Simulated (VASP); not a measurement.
Wanted: the native input for a VASP 6.6.1 run.

```
Task                   : relaxation of cell and atoms
Functional             : PBE
Potentials or basis    : VASP PAW PBE potentials, release 64 (Cd, In_d, O)
Cutoff                 : 600 eV
k mesh                 : 4 × 4 × 4
Occupations            : gaussian, width 0.1 eV
Spin                   : no spin polarisation
Dipole correction      : no
Further INCAR settings : ALGO = Normal; EDIFF = 1e-07; IBRION = 2; EDIFFG = -0.04; NSW = 60; ISIF = 3
```

The structure of CdIn2O4 lies in POSCAR:

```
CdIn2O4
1.0
    0.0000000000      4.6110186600      4.6110186600
    4.6110186600      0.0000000000      4.6110186600
    4.6110186600      4.6110186600      0.0000000000
Cd In O
2 4 8
Direct
    0.2500000000      0.2500000000      0.2500000000
    0.0000000000      0.0000000000      0.0000000000
    0.1250000000      0.6250000000      0.6250000000
    0.6250000000      0.6250000000      0.6250000000
    0.6250000000      0.1250000000      0.6250000000
    0.6250000000      0.6250000000      0.1250000000
    0.8617458900      0.8617458900      0.8617458900
    0.8352377400      0.3882540800      0.3882540800
    0.3882540800      0.3882540800      0.8352377400
    0.3882540800      0.8352377400      0.3882540800
    0.8617458900      0.8617458900      0.4147622600
    0.8617458900      0.4147622600      0.8617458900
    0.3882540800      0.3882540800      0.3882540800
    0.4147622600      0.8617458900      0.8617458900
```

One way to write it, as run:

INCAR

```
SYSTEM = CdIn2O4
PREC = Accurate
ENCUT = 600
EDIFF = 1E-7
ISMEAR = 0
SIGMA = 0.1
LREAL = .FALSE.
LASPH = .TRUE.
NELM = 120
ALGO = Normal
ISIF = 3
LWAVE = .FALSE.
LCHARG = .FALSE.
GGA = PE
IBRION = 2
NSW = 60
EDIFFG = -0.04
GGA_COMPAT = .FALSE.
NELMIN = 4
```

KPOINTS

```
Automatic mesh
0
G
  4 4 4
  0 0 0
```

Potentials or basis: VASP PAW PBE potentials, release 64 (Cd, In_d, O).

The run is started by

```sh
$ cat potpaw_PBE.64/Cd/POTCAR potpaw_PBE.64/In_d/POTCAR potpaw_PBE.64/O/POTCAR > POTCAR
$ mpirun -np 1 vasp_std > vasp.out
```

It gave:

The relaxed volume is 14.49 Å³/atom, the relaxed cell is a = 6.595 Å, b = 6.595 Å, c = 6.595 Å, α = 60.00°, β = 60.00°, γ = 60.00° and the space group after relaxing (to 0.05 Å) is Fd-3m (No. 227). The energy gained by relaxing is 7.4 meV/atom, the ionic steps are 5 and the pressure after relaxing is 0.1 GPa. The largest force after relaxing is 0.012 eV/Å and the band gap on the k mesh is 0.90 eV, indirect (least direct gap 0.96 eV).

Caveat: spin-orbit coupling is left out, which moves the levels of the heavy elements.

Run time: 7.1 min on 1 thread of Intel(R) Xeon(R) 6975P-C (Granite Rapids), on a shared host, peak memory 0.5 GiB.
